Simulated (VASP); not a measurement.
# Sn (Fd-3m) in VASP: single point with PBE

Aim: the single point of Sn with PBE.

All numbers are computed with VASP 6.6.1; they aren't measurements. Logs are shortened: lines on timing, memory, paths and dates and some standing lists are left out, and cuts for length are marked.

## (1) The cell of the first run

Symmetry: Fd-3m, No. 227, cubic system. The conventional cell has a = 6.467 Å, b = 6.467 Å, c = 6.467 Å, α = 90.00°, β = 90.00°, γ = 90.00°. Sn (site symmetry -43m) has 4 Sn at 2.80 Å within 3.7 Å.

## (2) Single point, PBE

INCAR reads:

```
SYSTEM = Sn
ALGO     = Normal         ! electronic algorithm
EDIFF    = 1E-6           ! SCF threshold, eV
ENCUT    = 520            ! plane-wave cutoff, eV
GGA      = PE             ! functional
ISIF     = 2              ! what is computed and relaxed
ISMEAR   = 1              ! smearing method
LASPH    = .TRUE.         ! aspherical terms in the spheres
LCHARG   = .FALSE.        ! write CHGCAR
LREAL    = .FALSE.        ! projectors in reciprocal space
LWAVE    = .FALSE.        ! write WAVECAR
NBANDS   = 21             ! bands
NELM     = 100            ! most SCF steps
PREC     = Accurate       ! precision mode
SIGMA    = 0.01           ! smearing width, eV
```

KPOINTS reads:

```
k-points
0
G
  6 6 6
  0 0 0
```

POSCAR reads:

```
Sn
1.0
    0.0000000000      3.2333400000      3.2333400000
    3.2333400000      0.0000000000      3.2333400000
    3.2333400000      3.2333400000      0.0000000000
Sn
2
Direct
    0.0000000000      0.0000000000      0.0000000000
    0.2500000000      0.2500000000      0.2500000000
```

Potentials or basis: VASP PAW PBE potentials, release 64 (Sn_d).

Launch:

```sh
> cat potpaw_PBE.64/Sn_d/POTCAR > POTCAR
> mpirun -np 1 vasp_std > vasp.out
```

OUTCAR:

```text
SYSTEM = Sn
   EDIFF = 1E-6
   ENCUT = 520
   GGA = PE
   ISIF = 2
   ISMEAR = 1
   LASPH = .TRUE.
   LREAL = .FALSE.
   NELM = 100
   PREC = Accurate

 ion  position               nearest neighbor table
   1  0.000  0.000  0.000-   2 2.80   2 2.80   2 2.80   2 2.80
   2  0.250  0.250  0.250-   1 2.80   1 2.80   1 2.80   1 2.80

  LATTYP: Found a face centered cubic cell.
 ALAT       =     6.4666800000

  Lattice vectors:

 A1 = (   0.0000000000,   3.2333400000,   3.2333400000)
 A2 = (   3.2333400000,   0.0000000000,   3.2333400000)
 A3 = (   3.2333400000,   3.2333400000,   0.0000000000)

Analysis of symmetry for initial positions (statically):
=====================================================================
 Subroutine PRICEL returns:
 Original cell was already a primitive cell.

 Routine SETGRP: Setting up the symmetry group for a
 face centered cubic supercell.

 Subroutine GETGRP returns: Found 48 space group operations
 (whereof 24 operations were pure point group operations)
 out of a pool of 48 trial point group operations.

The static configuration has the point symmetry T_d .
 The point group associated with its full space group is O_h .

Analysis of symmetry for dynamics (positions and initial velocities):
=====================================================================
 Subroutine PRICEL returns:
 Original cell was already a primitive cell.

 Routine SETGRP: Setting up the symmetry group for a
 face centered cubic supercell.

 Subroutine GETGRP returns: Found 48 space group operations
 (whereof 24 operations were pure point group operations)
 out of a pool of 48 trial point group operations.

The dynamic configuration has the point symmetry T_d .
 The point group associated with its full space group is O_h .

 Subroutine INISYM returns: Found 48 space group operations
 (whereof 24 operations are pure point group operations),
 and found     1 'primitive' translations

----------------------------------------------------------------------------------------

                                     Primitive cell

  volume of cell :      67.6058

  direct lattice vectors                    reciprocal lattice vectors
     0.000000000  3.233340000  3.233340000    -0.154638856  0.154638856  0.154638856
     3.233340000  0.000000000  3.233340000     0.154638856 -0.154638856  0.154638856
     3.233340000  3.233340000  0.000000000     0.154638856  0.154638856 -0.154638856

  length of vectors
     4.572633280  4.572633280  4.572633280     0.267842356  0.267842356  0.267842356

  position of ions in fractional coordinates (direct lattice)
     0.000000000  0.000000000  0.000000000
     0.250000000  0.250000000  0.250000000

  ion indices of the primitive-cell ions
   primitive index   ion index
                 1           1
                 2           2

----------------------------------------------------------------------------------------

 KPOINTS: k-points

Automatic generation of k-mesh.
 Grid dimensions read from file:
 generate k-points for:    6    6    6

 Generating k-lattice:

  Cartesian coordinates                     Fractional coordinates (reciprocal lattice)
    -0.025773143  0.025773143  0.025773143     0.166666667  0.000000000  0.000000000
     0.025773143 -0.025773143  0.025773143     0.000000000  0.166666667  0.000000000
     0.025773143  0.025773143 -0.025773143     0.000000000  0.000000000  0.166666667

  Length of vectors
     0.044640393  0.044640393  0.044640393

  Shift w.r.t. Gamma in fractional coordinates (k-lattice)
     0.000000000  0.000000000  0.000000000

 Subroutine IBZKPT returns following result:
 ===========================================

 Found     16 irreducible k-points:

 Following reciprocal coordinates:
            Coordinates               Weight
  0.000000  0.000000  0.000000      1.000000
  0.166667  0.000000  0.000000      8.000000
  0.333333  0.000000  0.000000      8.000000
  0.500000  0.000000  0.000000      4.000000
  0.166667  0.166667  0.000000      6.000000
  0.333333  0.166667  0.000000     24.000000
[... 8 lines left out ...]
 -0.333333  0.333333  0.166667     24.000000
 -0.333333  0.500000  0.166667     12.000000
   k-points           NKPTS =     16   k-points in BZ     NKDIM =     16   number of bands    NBANDS=     21
   number of dos      NEDOS =    301   number of ions     NIONS =      2
   total plane-waves  NPLWV =  46656
   dimension x,y,z NGX =    36 NGY =   36 NGZ =   36
   dimension x,y,z NGXF=    72 NGYF=   72 NGZF=   72
   ions per type =               2
   NGX,Y,Z   is equivalent  to a cutoff of  13.09, 13.09, 13.09 a.u.
   NGXF,Y,Z  is equivalent  to a cutoff of  26.18, 26.18, 26.18 a.u.
 SYSTEM =  Sn
   PREC   = accura    normal or accurate (medium, high low for compatibility)
   ISTART =      0    job   : 0-new  1-cont  2-samecut
   ICHARG =      2    charge: 1-file 2-atom 10-const
   ISPIN  =      1    spin polarized calculation?
   LNONCOLLINEAR =      F non collinear calculations
   LSORBIT =      F    spin-orbit coupling
   LASPH  =      T    aspherical Exc in radial PAW
   ENCUT  =  520.0 eV  38.22 Ry    6.18 a.u.   8.50  8.50  8.50*2*pi/ulx,y,z
   NELM   =    100;   NELMIN=  2; NELMDL= -5     # of ELM steps
   EDIFF  = 0.1E-05   stopping-criterion for ELM
   LREAL  =      F    real-space projection
   EDIFFG = 0.1E-04   stopping-criterion for IOM
   NSW    =      0    number of steps for IOM
   IBRION =     -1    ionic relax: 0-MD 1-quasi-New 2-CG
   NFREE  =      0    steps in history (QN), initial steepest desc. (CG)
   ISIF   =      2    stress and relaxation
   ISYM   =      2    0-nonsym 1-usesym 2-fastsym
   POTIM  = 0.5000    time-step for ionic-motion
   TEBEG  =    0.0;   TEEND  =   0.0 temperature during run
   PSTRESS=    0.0 pullay stress
   NELECT =      28.0000    total number of electrons
   NUPDOWN=      -1.0000    fix difference up-down
   EMIN   =  10.00;   EMAX   =-10.00  energy-range for DOS
   EFERMI =   0.00;   METHOD = LEGACY
   ISMEAR =     1;   SIGMA  =   0.01  broadening in eV -4-tet -1-fermi 0-gaus
   EFERMI_NEDOS =   21; number of points for ismear=-14 and -15
   IALGO  =     38    algorithm
   IMIX   =      4    mixing-type and parameters
     AMIX     =   0.40;   BMIX     =  1.00
     AMIX_MAG =   1.60;   BMIX_MAG =  1.00
  volume/ion in A,a.u.               =      33.80       228.11
  Fermi-wavevector in a.u.,A,eV,Ry     =   1.220299  2.306030 20.260828  1.489129
  Thomas-Fermi vector in A             =   2.355521
   LORBIT       =      0    0 simple, 1 ext, 2 COOP (PROOUT), +10 PAW based schemes
   GGA     = PE    functional components
   LHFCALC =     F    Hartree Fock is set to
   AEXX    =    0.0000 exact exchange contribution
   IVDW    =     0    specifies the selected vdW correction
   LEPSILON=     F    determine dielectric tensor
   LRPA    =     F    only Hartree local field effects (RPA)
 non-spin polarized calculation
 Methfessel and Paxton  Order N= 1 SIGMA  =   0.01
  energy-cutoff  :      520.00
  volume of cell :       67.61
 maximum number of plane-waves:      1853
 NGX is ok and might be reduce to    36
   NGX = 17   NGY = 17   NGZ = 17

 number of electron      28.0000008 magnetization

 Free energy of the ion-electron system (eV)
  ---------------------------------------------------
  ext. energy  EPLUGINS =         0.00000000
  ---------------------------------------------------
  free energy    TOTEN  =        -7.59160916 eV

  energy without entropy =       -7.59155692  energy(sigma->0) =       -7.59159175

 E-fermi :   5.7747     XC(G=0):  -8.9172

 val. band max:        5.7747157754   @ k =   0.5000   0.0000   0.0000
 cond. band min:       5.8466874293   @ k =   0.0000   0.0000   0.0000
 fundamental gap:      0.0719716539
 Fermi energy:         5.7747157754

 k-point     1 :       0.0000    0.0000    0.0000
  band No.  band energies     occupation
      1     -15.9421      2.00000
      2     -15.9421      2.00000
      3     -15.9421      2.00000
      4     -15.8812      2.00000
      5     -15.8812      2.00000
      6     -15.5633      2.00000
[... 13 lines left out ...]
     20      13.7443      0.00000
     21      13.7443      0.00000

 k-point     2 :       0.1667    0.0000    0.0000
  band No.  band energies     occupation
      1     -15.9588      2.00000
      2     -15.9588      2.00000
      3     -15.9356      2.00000
      4     -15.8568      2.00000
      5     -15.8568      2.00000
      6     -15.5938      2.00000
[... 13 lines left out ...]
     20      12.6765      0.00000
     21      12.6765      0.00000

 k-point     3 :       0.3333    0.0000    0.0000
  band No.  band energies     occupation
      1     -15.9749      2.00000
      2     -15.9749      2.00000
      3     -15.9220      2.00000
      4     -15.8279      2.00000
      5     -15.8279      2.00000
      6     -15.6176      2.00000
[... 13 lines left out ...]
     20      13.1067      0.00000
     21      13.1067      0.00000

 k-point     4 :       0.5000    0.0000    0.0000
  band No.  band energies     occupation
      1     -15.9793      2.00000
      2     -15.9793      2.00000
      3     -15.9148      2.00000
      4     -15.8188      2.00000
      5     -15.8188      2.00000
      6     -15.6240      2.00000
[... 13 lines left out ...]
     20      14.5821      0.00000
     21      14.5821      0.00000

 k-point     5 :       0.1667    0.1667    0.0000
  band No.  band energies     occupation
      1     -15.9569      2.00000
      2     -15.9569      2.00000
      3     -15.9514      2.00000
      4     -15.8587      2.00000
      5     -15.8288      2.00000
      6     -15.6422      2.00000
[... 13 lines left out ...]
     20      12.3864      0.00000
     21      14.0531      0.00000

 k-point     6 :       0.3333    0.1667    0.0000
  band No.  band energies     occupation
      1     -15.9855      2.00000
      2     -15.9729      2.00000
      3     -15.9235      2.00000
      4     -15.8287      2.00000
      5     -15.7911      2.00000
      6     -15.6807      2.00000
[... 13 lines left out ...]
     20      13.4789      0.00000
     21      14.1190      0.00000

 k-point     7 :       0.5000    0.1667    0.0000
  band No.  band energies     occupation
      1     -16.0028      2.00000
      2     -15.9846      2.00000
      3     -15.8885      2.00000
      4     -15.8002      2.00000
      5     -15.7884      2.00000
      6     -15.6754      2.00000
[... 13 lines left out ...]
     20      14.5183      0.00000
     21      14.6969      0.00000
[... 99 lines left out ...]
      1     -16.0189      2.00000
      2     -15.9950      2.00000
      3     -15.8561      2.00000
      4     -15.7531      2.00000
      5     -15.7448      2.00000
      6     -15.7233      2.00000
[... 13 lines left out ...]
     20      13.1432      0.00000
     21      16.4718      0.00000

 k-point    13 :       0.5000    0.5000    0.0000
  band No.  band energies     occupation
      1     -15.9948      2.00000
      2     -15.9948      2.00000
      3     -15.8568      2.00000
      4     -15.8568      2.00000
      5     -15.7150      2.00000
      6     -15.7150      2.00000
[... 13 lines left out ...]
     20      15.1582      0.00000
     21      16.2308      0.00000

 k-point    14 :       0.5000    0.3333    0.1667
  band No.  band energies     occupation
      1     -16.0012      2.00000
      2     -15.9955      2.00000
      3     -15.8811      2.00000
      4     -15.7982      2.00000
      5     -15.7498      2.00000
      6     -15.7218      2.00000
[... 13 lines left out ...]
     20      13.8777      0.00000
     21      15.6126      0.00000

 k-point    15 :      -0.3333    0.3333    0.1667
  band No.  band energies     occupation
      1     -16.0154      2.00000
      2     -16.0004      2.00000
      3     -15.8475      2.00000
      4     -15.7710      2.00000
      5     -15.7401      2.00000
      6     -15.7267      2.00000
[... 13 lines left out ...]
     20      15.1526      0.00000
     21      15.4886      0.00000

 k-point    16 :      -0.3333    0.5000    0.1667
  band No.  band energies     occupation
      1     -16.0090      2.00000
      2     -16.0090      2.00000
      3     -15.8154      2.00000
      4     -15.8154      2.00000
      5     -15.7195      2.00000
      6     -15.7195      2.00000
[... 13 lines left out ...]
     20      14.8904      0.00000
     21      16.0528      0.00000

------------------------ aborting loop because EDIFF is reached ----------------------------------------

  FORCE on cell =-STRESS in cart. coord.  units (eV):
  Direction    XX          YY          ZZ          XY          YZ          ZX
  --------------------------------------------------------------------------------------
  -------------------------------------------------------------------------------------
  Total        1.6170269      1.6170269      1.6170269      0.0000000      0.0000000     -0.0000000
  in kB       38.3216074     38.3216074     38.3216074      0.0000000      0.0000000     -0.0000000
  external PRESSURE =      38.3216074 kB  Pullay stress =       0.0000000 kB

 VOLUME and BASIS-vectors are now :
 -----------------------------------------------------------------------------
  energy-cutoff  :      520.00
  volume of cell :       67.61
      direct lattice vectors                 reciprocal lattice vectors
     0.000000000  3.233340000  3.233340000    -0.154638856  0.154638856  0.154638856
     3.233340000  0.000000000  3.233340000     0.154638856 -0.154638856  0.154638856
     3.233340000  3.233340000  0.000000000     0.154638856  0.154638856 -0.154638856

 POSITION                                       TOTAL-FORCE (eV/Angst)
 -----------------------------------------------------------------------------------
      0.00000      0.00000      0.00000        -0.000000     -0.000000     -0.000000
      1.61667      1.61667      1.61667         0.000000      0.000000      0.000000
 -----------------------------------------------------------------------------------
    total drift:                                0.000000      0.000000      0.000000

  FREE ENERGIE OF THE ION-ELECTRON SYSTEM (eV)
  ---------------------------------------------------
  free  energy   TOTEN  =        -7.5916091638 eV

  energy  without entropy=       -7.5915569240  energy(sigma->0) =       -7.59159175
```

Run time: 12 s. Hardware: 1 thread of Intel Xeon 6975P-C, shared host; peak memory 0.2 GiB.

What came out:

| Quantity | Value |
| --- | --- |
| Free energy | -7.5916 eV |
| Pressure | 3.8 GPa |
| Band gap on the k mesh | zero (band 14 reaches 5.85 eV, above the bottom of band 15 at 5.77 eV) |

Caveat: spin-orbit coupling is left out, which moves the levels of the heavy elements.
